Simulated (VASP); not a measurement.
Here is a VASP 6.6.1 calculation.

File INCAR:

```
SYSTEM = BaS
  PREC = Accurate
  ENCUT = 520
  EDIFF = 1E-6
  ISMEAR = -1
  SIGMA = 0.02
  LREAL = .False.
  LASPH = .True.
  NELM = 100
  ALGO = Normal
  ISIF = 2
  LWAVE = .False.
  LCHARG = .False.
  GGA = PE
  NBANDS = 15
```

The input KPOINTS:

```
Automatic mesh
0
Gamma
  8 8 8
  0 0 0
```

The input POSCAR:

```
BaS
1.0
    0.0000000000      3.2208579689      3.2208579689
    3.2208579689      0.0000000000      3.2208579689
    3.2208579689      3.2208579689      0.0000000000
Ba S
1 1
Direct
    0.0000000000      0.0000000000      0.0000000000
    0.5000000000      0.5000000000      0.5000000000
```

Potentials or basis: VASP PAW PBE potentials, release 64 (Ba_sv, S).

Run with:

```console
$ cat potpaw_PBE.64/Ba_sv/POTCAR potpaw_PBE.64/S/POTCAR > POTCAR
$ mpirun -np 1 vasp_std > vasp.out
```

(1) Predict the pressure.

(2) What does it give for the band gap on the k mesh?

Results:

(1) 0.3 GPa.

(2) 2.15 eV (least direct gap 2.30 eV).

Caveat: spin-orbit coupling is left out, which moves the levels of the heavy elements.
